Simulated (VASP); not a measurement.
Write the native input for VASP 6.6.1 that does the following.

* Task: single point
* Functional: BLYP
* Potentials or basis: VASP PAW PBE potentials, release 64 (W_sv)
* Cutoff: 520 eV
* k mesh: 14 × 14 × 14
* Occupations: fermi-dirac, width 0.1 eV
* Spin: non-collinear spin, zero start, spin-orbit coupling
* Starting moments: [[0.0, 0.0, 0.0]] μB
* Dipole correction: no
* Further INCAR settings: ALGO = Normal; EDIFF = 1e-06; NBANDS = 25

The structure of W lies in POSCAR:

```
W
1.0
   -1.6100263885      1.6100263885      1.6100263885
    1.6100263885     -1.6100263885      1.6100263885
    1.6100263885      1.6100263885     -1.6100263885
W
1
Direct
    0.0000000000      0.0000000000      0.0000000000
```

One way to write it, as run:

INCAR

```
  PREC = Accurate
  ENCUT = 520
  EDIFF = 1E-6
  ISMEAR = -1
  SIGMA = 0.1
  LREAL = F
  LASPH = T
  NELM = 150
  ALGO = Normal
  ISIF = 2
  LWAVE = F
  LCHARG = T
  LNONCOLLINEAR = T
  MAGMOM = 0 0 0
  LORBIT = 11
  LSORBIT = T
  GGA_COMPAT = F
  LORBMOM = T
  LMAXMIX = 4
  GGA = B5
  ALDAX = 1.0
  AGGAX = 1.0
  AGGAC = 1.0
  ALDAC = 0.0
  LVHAR = T
  NBANDS = 25
```

KPOINTS

```
regular mesh
0
Gamma
  14 14 14
```

Potentials or basis: VASP PAW PBE potentials, release 64 (W_sv).

Command:

```sh
$ cat potpaw_PBE.64/W_sv/POTCAR > POTCAR
$ mpirun -np 1 vasp_ncl > vasp.out
```

It gave:

| Item | Value |
| --- | --- |
| Pressure | 2.6 GPa |
| Net moment | 0.00 μB per cell |
| Valence electrons inside the program's atomic spheres | W 12.05 |

Caveat: the PAW data sets were made with another functional, which shifts forces and pressure a little.

Wall time 2 min on 1 thread of Intel(R) Xeon(R) Platinum 8259CL CPU @ 2.50GHz (Skylake/Cascade Lake), on a shared host, peak memory 0.23 GiB.
